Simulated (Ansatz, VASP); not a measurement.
## One calculation of GaP, two programs

```
Ga P
1.0
     0.00000    2.69574    2.69574
     2.69574    0.00000    2.69574
     2.69574    2.69574    0.00000
Ga P
1 1
Direct
  0.00000 0.00000 0.00000
  0.25000 0.25000 0.25000
```

Alike in both runs: functional LDA; k mesh 8 × 8 × 8; occupations gaussian, width 0.02 eV; no spin polarisation.

Ansatz relaxed the structure, and its values are those at the end. VASP's run is a single point on that final structure, the one shown.

|  | VASP | Ansatz |
| --- | --- | --- |
| version | VASP 6.6.1 | Ansatz 0.2.0 |
| potentials or method | VASP PAW LDA potentials, release 64 (Ga_d, P), cutoff 520 eV | scalar-relativistic, plane waves, PAW |
| valence electrons in the cell | 18 | 18 |

VASP gave:

* gap on the k mesh at the Fermi level (eV): 1.43
* least direct gap on the mesh (eV): 1.91
* pressure (GPa): 0.1

Question: Which values does Ansatz return?

Answer: gap on the k mesh at the Fermi level (eV): 1.43; least direct gap on the mesh (eV): 1.88; pressure (GPa): 0.0.

LDA's correlation is that of Perdew and Zunger in VASP and of Perdew and Wang (1992) in Ansatz.
